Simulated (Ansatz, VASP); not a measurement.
# K2TaP6: VASP beside Ansatz

```
CELL_PARAMETERS angstrom
0.00000 4.56521 4.56521
4.56521 0.00000 4.56521
4.56521 4.56521 0.00000
ATOMIC_POSITIONS crystal
Ta 0.00000 0.00000 0.00000
P 0.76010 0.23990 0.76010
P 0.76010 0.23990 0.23990
P 0.23990 0.76010 0.23990
P 0.23990 0.76010 0.76010
P 0.76010 0.76010 0.23990
P 0.23990 0.23990 0.76010
K 0.75000 0.75000 0.75000
K 0.25000 0.25000 0.25000
```

Alike in both runs: task single point; functional r2SCAN; k mesh 7 × 7 × 7; no spin polarisation.

|  | VASP | Ansatz |
| --- | --- | --- |
| version | VASP 6.6.1 | Ansatz 0.2.0 |
| potentials or method | VASP PAW PBE potentials, release 64 (Ta_pv, P, K_sv), cutoff 520 eV | PAW plane waves |
| occupations | fermi-dirac, width 0.1 eV | fermi-dirac |
| valence electrons in the cell | 59 | 61 |

Ansatz gave:

| Quantity | Value |
| --- | --- |
| pressure (GPa) | 15.9 |
| rms of the force components (eV/Å) | 2.233 |

Problem. Estimate VASP's values.

Solution. Pressure (GPa): 16.0; rms of the force components (eV/Å): 2.237.

VASP's potentials were made for PBE, not for r2SCAN. Atom by atom the forces differ by 0.004 eV/Å (rms over components). VASP's potentials hold 59 valence electrons a cell and Ansatz's 61, so a difference there can come from the potentials and not from the codes.

Neither program's run includes spin-orbit coupling.
